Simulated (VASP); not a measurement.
Ti3Al:

```
Ti Al
1.0
     0.00000    2.89933    2.89933
     2.89933    0.00000    2.89933
     2.89933    2.89933    0.00000
Ti Al
3 1
Direct
  0.75000 0.75000 0.75000
  0.25000 0.25000 0.25000
  0.00000 0.00000 0.00000
  0.50000 0.50000 0.50000
```

Program: VASP 6.6.1. Alike in all runs: task single point; level PBEsol; potentials or basis VASP PAW PBE potentials, release 64 (Ti_sv, Al); spin collinear, ferromagnetic start; cell as given; k mesh 12 × 12 × 12; cutoff (eV) 520; smearing gaussian 0.15 eV. Hardware: 1 thread of Intel(R) Xeon(R) 6975P-C (Granite Rapids), with other jobs on the host.

Q: Order these runs on this cell by their wall time, lowest first.
A. fixed moment (μB) 2.7
B. fixed moment (μB) 0.9
C. fixed moment (μB) 0.6

A: B (130 s), C (270 s), A (610 s).

Caveats: the total moment is fixed, so each spin has its own Fermi level.
